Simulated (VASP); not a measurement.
# ZnSe (Stilleite) (F-43m) in VASP: notebook, part 2 of 2

VASP 6.6.1. The steps go on from the part before.

## Step 5: Single point, r2SCAN (volume scaled by 1.06)

The input, POSCAR:

```
ZnSe
1.0
    0.0000000000      2.8885073076      2.8885073076
    2.8885073076      0.0000000000      2.8885073076
    2.8885073076      2.8885073076      0.0000000000
Zn Se
1 1
Direct
    0.0000000000      0.0000000000      0.0000000000
    0.2500000000      0.2500000000      0.2500000000
```

The input, INCAR.step1:

```
PREC     = Accurate       # precision mode
ENCUT    = 520            # plane-wave cutoff, eV
ISMEAR   = 0              # smearing method
SIGMA    = 0.02           # smearing width, eV
LREAL    = F              # projectors in reciprocal space
LASPH    = T              # aspherical terms in the spheres
NELM     = 80             # most SCF steps
NBANDS   = 16             # bands
GGA      = PE             # functional
ALGO     = Normal         # electronic algorithm
EDIFF    = 1E-4           # SCF threshold, eV
LWAVE    = T              # write WAVECAR
LCHARG   = F              # write CHGCAR
```

The input, INCAR.step2:

```
PREC     = Accurate       # precision mode
ENCUT    = 520            # plane-wave cutoff, eV
EDIFF    = 1E-6           # SCF threshold, eV
ISMEAR   = 0              # smearing method
SIGMA    = 0.02           # smearing width, eV
LREAL    = F              # projectors in reciprocal space
LASPH    = T              # aspherical terms in the spheres
NELM     = 80             # most SCF steps
ALGO     = Normal         # electronic algorithm
ISIF     = 2              # what is computed and relaxed
LWAVE    = F              # write WAVECAR
LCHARG   = F              # write CHGCAR
METAGGA  = R2SCAN         # meta-GGA
LMIXTAU  = T            
NBANDS   = 16             # bands
ISTART   = 1
```

The input, KPOINTS:

```
regular mesh
0
Gamma
  8 8 8
```

Potentials or basis: VASP PAW PBE potentials, release 64 (Zn, Se).

On the command line:

```sh
cat potpaw_PBE.64/Zn/POTCAR potpaw_PBE.64/Se/POTCAR > POTCAR
cp INCAR.step1 INCAR
mpirun -np 1 vasp_std > vasp.out
cp INCAR.step2 INCAR
mpirun -np 1 vasp_std > vasp.out
```

OUTCAR:

```text
PREC = Accurate
   ENCUT = 520
   EDIFF = 1E-6
   ISMEAR = 0
   LREAL = F
   LASPH = T
   NELM = 80
   ISIF = 2
   METAGGA = R2SCAN
   ISTART = 1

 ion  position               nearest neighbor table
   1  0.000  0.000  0.000-   2 2.50   2 2.50   2 2.50   2 2.50
   2  0.250  0.250  0.250-   1 2.50   1 2.50   1 2.50   1 2.50

  LATTYP: Found a face centered cubic cell.
 ALAT       =     5.7770146152

  Lattice vectors:

[... 191 lines left out ...]
      5      -5.3328      2.00000
      6      -5.3328      2.00000
[... 433 lines left out ...]
      3      -5.5529      2.00000
      4      -5.3593      2.00000
      5      -5.3267      2.00000
      6      -5.1524      2.00000
[... 8 lines left out ...]
     15      14.0327      0.00000
     16      14.8513      0.00000

 [... further k-points ...]
[... 5 lines left out ...]
  --------------------------------------------------------------------------------------
  -------------------------------------------------------------------------------------
  Total       -0.9906277     -0.9906277     -0.9906277     -0.0000000      0.0000000     -0.0000000
  in kB      -32.9284026    -32.9284026    -32.9284026     -0.0000000      0.0000000     -0.0000000
  external PRESSURE =     -32.9284026 kB  Pullay stress =       0.0000000 kB

 VOLUME and BASIS-vectors are now :
 -----------------------------------------------------------------------------
  energy-cutoff  :      520.00
  volume of cell :       48.20
      direct lattice vectors                 reciprocal lattice vectors
     0.000000000  2.888507308  2.888507308    -0.173099787  0.173099787  0.173099787
     2.888507308  0.000000000  2.888507308     0.173099787 -0.173099787  0.173099787
     2.888507308  2.888507308  0.000000000     0.173099787  0.173099787 -0.173099787

 POSITION                                       TOTAL-FORCE (eV/Angst)
 -----------------------------------------------------------------------------------
      0.00000      0.00000      0.00000         0.000000      0.000000      0.000000
      1.44425      1.44425      1.44425        -0.000000     -0.000000     -0.000000
 -----------------------------------------------------------------------------------
    total drift:                                0.000017      0.000017      0.000017

  FREE ENERGIE OF THE ION-ELECTRON SYSTEM (eV)
  ---------------------------------------------------
  free  energy   TOTEN  =       -24.8793627424 eV

  energy  without entropy=      -24.8793627424  energy(sigma->0) =      -24.87936274
```

OUTCAR.step1:

```text
PREC = Accurate
   ENCUT = 520
   ISMEAR = 0
   LREAL = F
   LASPH = T
[... 676 lines left out ...]
 -----------------------------------------------------------------------------------
      0.00000      0.00000      0.00000        -0.000000     -0.000000     -0.000000
      1.44425      1.44425      1.44425         0.000000      0.000000      0.000000
 -----------------------------------------------------------------------------------
    total drift:                               -0.000001     -0.000001     -0.000001

  FREE ENERGIE OF THE ION-ELECTRON SYSTEM (eV)
  ---------------------------------------------------
  free  energy   TOTEN  =        -6.0294408262 eV

  energy  without entropy=       -6.0294408262  energy(sigma->0) =       -6.02944083
```

OSZICAR.step1:

```text
N       E                     dE             d eps       ncg     rms          rms(c)
DAV:   1     0.880909631487E+02    0.88091E+02   -0.86247E+03   928   0.126E+03
DAV:   2    -0.717396081065E+00   -0.88808E+02   -0.82675E+02  1056   0.249E+02
DAV:   3    -0.627499870859E+01   -0.55576E+01   -0.55350E+01  1104   0.613E+01
DAV:   4    -0.632086627110E+01   -0.45868E-01   -0.45863E-01  1168   0.602E+00
DAV:   5    -0.632108763863E+01   -0.22137E-03   -0.22137E-03  1136   0.371E-01    0.429E+00
DAV:   6    -0.604703354927E+01    0.27405E+00   -0.53576E-01  1384   0.227E+01    0.331E+00
DAV:   7    -0.602919303468E+01    0.17841E-01   -0.14524E-01  1008   0.335E+00    0.142E+00
DAV:   8    -0.602906553608E+01    0.12750E-03   -0.41628E-03  1152   0.590E-01    0.424E-01
DAV:   9    -0.602934306043E+01   -0.27752E-03   -0.10559E-03  1072   0.241E-01    0.687E-02
DAV:  10    -0.602944082623E+01   -0.97766E-04   -0.13534E-04  1128   0.868E-02
   1 F= -.60294408E+01 E0= -.60294408E+01  d E =-.152401E-28
```

It took 2.8 min on 1 thread of AMD EPYC 7R13, shared host; peak memory 0.15 GiB.

What came out:

| Property | Result |
| --- | --- |
| Free energy | -24.8794 eV |
| Pressure | -3.3 GPa |
| Band gap on the k mesh | 1.62 eV, direct |

Caveat: the PAW data sets were made with another functional, which shifts forces and pressure a little.

## Step 6: Summary

| cell | gap on the mesh (eV) | pressure (GPa) |
| --- | --- | --- |
| a = 3.925 Å, angles 60.0°, 2 atoms | 2.15 | 4.8 |
| a = 3.966 Å, angles 60.0°, 2 atoms | 2.01 | 2.2 |
| a = 4.046 Å, angles 60.0°, 2 atoms | 1.74 | -1.8 |
| a = 4.085 Å, angles 60.0°, 2 atoms | 1.62 | -3.3 |

Alike in all rows: task single point; level r2SCAN; potentials or basis VASP PAW PBE potentials, release 64 (Zn, Se); no spin polarisation; k mesh 8 × 8 × 8; cutoff (eV) 520; smearing gaussian 0.02 eV.

Caveats: the PAW data sets were made with another functional, which shifts forces and pressure a little.

Total energies depend on the potentials used, so only differences within one code and one set of settings carry meaning.
